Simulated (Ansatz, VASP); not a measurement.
## HfAg2Sn2: VASP beside Ansatz

```
Hf Sn Ag
1.0
     0.00000    4.54488    0.00000
     4.54488    0.00000    0.00000
     2.27244    2.27244   -5.70787
Hf Sn Ag
1 2 2
Direct
  0.00000 0.00000 0.00000
  0.38100 0.38100 0.23800
  0.61900 0.61900 0.76200
  0.75000 0.25000 0.50000
  0.25000 0.75000 0.50000
```

Alike in both runs: task relaxation of cell and atoms; functional PBE; k mesh 4 × 4 × 4; occupations fermi-dirac, width 0.1017 eV; no spin polarisation.

```csv
,VASP,Ansatz
version,VASP 6.6.1,Ansatz 0.2.0
potentials or method,"VASP PAW PBE potentials, release 64 (Hf_pv, Sn_d, Ag), cutoff 600 eV",PAW plane waves
valence electrons in the cell,60,92
```

Ansatz gave:

| Quantity | Value |
| --- | --- |
| gap on the k mesh at the Fermi level, each at its own relaxed structure (eV) | none |
| relaxed volume (Å³/atom) | 22.82 |
| relaxed cell length with the largest relative difference (Å) | 8.477 |

Problem. Estimate VASP's values.

Solution. gap on the k mesh at the Fermi level, each at its own relaxed structure (eV): none; relaxed volume (Å³/atom): 22.73; relaxed cell length with the largest relative difference (Å): 8.435.

A gap of «none» marks a metal or a gap that the smearing closes. VASP's potentials hold 60 valence electrons a cell and Ansatz's 92, so a difference there can come from the potentials and not from the codes.

The k mesh is coarse, so the values compare programs but aren't converged. Spin-orbit coupling is off throughout.
